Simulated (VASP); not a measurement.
Wanted: the native input for a VASP 6.6.1 run.

| Quantity | Value |
| --- | --- |
| Task | single point |
| Functional | PBE |
| Potentials or basis | VASP PAW PBE potentials, release 64 (Te, Pb_d) |
| Cutoff | 500 eV |
| k mesh | 8 × 8 × 8 |
| Occupations | gaussian, width 0.02 eV |
| Spin | no spin polarisation |
| Dipole correction | no |
| Further INCAR settings | ALGO = Normal; EDIFF = 1e-06; NBANDS = 17 |

The structure of TePb lies in POSCAR:

```
TePb
1.0
    0.0000000000      3.3783463000      3.3783463000
    3.3783463000      0.0000000000      3.3783463000
    3.3783463000      3.3783463000      0.0000000000
Te Pb
1 1
Direct
    0.5000000000      0.5000000000      0.5000000000
    0.0000000000      0.0000000000      0.0000000000
```

This cell differs from its parent crystal: functional PBE, strained.

These files were run (other wordings do the same):

INCAR

```
PREC = Accurate
ENCUT = 500
EDIFF = 1E-6
ISMEAR = 0
SIGMA = 0.02
LREAL = F
LASPH = T
NELM = 120
ALGO = Normal
ISIF = 2
LWAVE = F
LCHARG = F
GGA = PE
NBANDS = 17
GGA_COMPAT = F
```

KPOINTS

```
regular mesh
0
Gamma
  8 8 8
```

Potentials or basis: VASP PAW PBE potentials, release 64 (Te, Pb_d).

Command:

```bash
$ cat potpaw_PBE.64/Te/POTCAR potpaw_PBE.64/Pb_d/POTCAR > POTCAR
$ mpirun -np 1 vasp_std > vasp.out
```

Results of the run:

The pressure is -2.7 GPa. The band gap on the k mesh is 0.96 eV, direct.

Caveat: the cell differs from its parent crystal (functional PBE, strained); spin-orbit coupling is left out, which moves the levels of the heavy elements.

It took 30 s on 1 thread of Intel(R) Xeon(R) Platinum 8259CL CPU @ 2.50GHz (Skylake/Cascade Lake), on a shared host, peak memory 0.21 GiB.
